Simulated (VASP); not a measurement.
Wanted: the native input for a VASP 6.6.1 run.

- Task: single point
- Functional: PBE
- Potentials or basis: VASP PAW PBE potentials, release 64 (Fe, Co)
- Cutoff: 600 eV
- k mesh: 8 × 8 × 8
- Occupations: methfessel-paxton, width 0.25 eV
- Spin: collinear spin, ferrimagnetic start
- Starting moments: [3.5, -2.5] μB
- Dipole correction: no
- Further INCAR settings: ALGO = Normal; EDIFF = 1e-06; NBANDS = 20

The structure of FeCo lies in POSCAR:

```
FeCo
1.0
    2.8570000000      0.0000000000      0.0000000000
    0.0000000000      2.8570000000      0.0000000000
    0.0000000000      0.0000000000      2.8570000000
Fe Co
1 1
Direct
    0.5000000000      0.5000000000      0.5000000000
    0.0000000000      0.0000000000      0.0000000000
```

The input as run:

INCAR

```
SYSTEM = FeCo
  PREC = Accurate
  ENCUT = 600
  EDIFF = 1E-6
  ISMEAR = 1
  SIGMA = 0.25
  LREAL = .False.
  LASPH = .True.
  NELM = 200
  ALGO = Normal
  ISIF = 2
  LWAVE = .False.
  LCHARG = .False.
  ISPIN = 2
  MAGMOM = 3.5 -2.5
  LORBIT = 11
  LMAXMIX = 4
  GGA = PE
  NBANDS = 20
  GGA_COMPAT = .False.
```

KPOINTS

```
regular mesh
0
Gamma
  8 8 8
  0 0 0
```

Potentials or basis: VASP PAW PBE potentials, release 64 (Fe, Co).

The run is started by

```console
$ cat potpaw_PBE.64/Fe/POTCAR potpaw_PBE.64/Co/POTCAR > POTCAR
$ mpirun -np 1 vasp_std > vasp.out
```

It gave:

- Pressure: -14.7 GPa
- Net moment: -0.35 μB per cell
- Site moments: Fe +0.95; Co -1.30 μB
- Valence electrons inside the program's atomic spheres: Fe 7.17; Co 8.18

Caveat: the cell stands under tension.

Wall time 2.7 min on 1 thread of Intel Xeon 8259CL, on a shared host, peak memory 0.17 GiB.
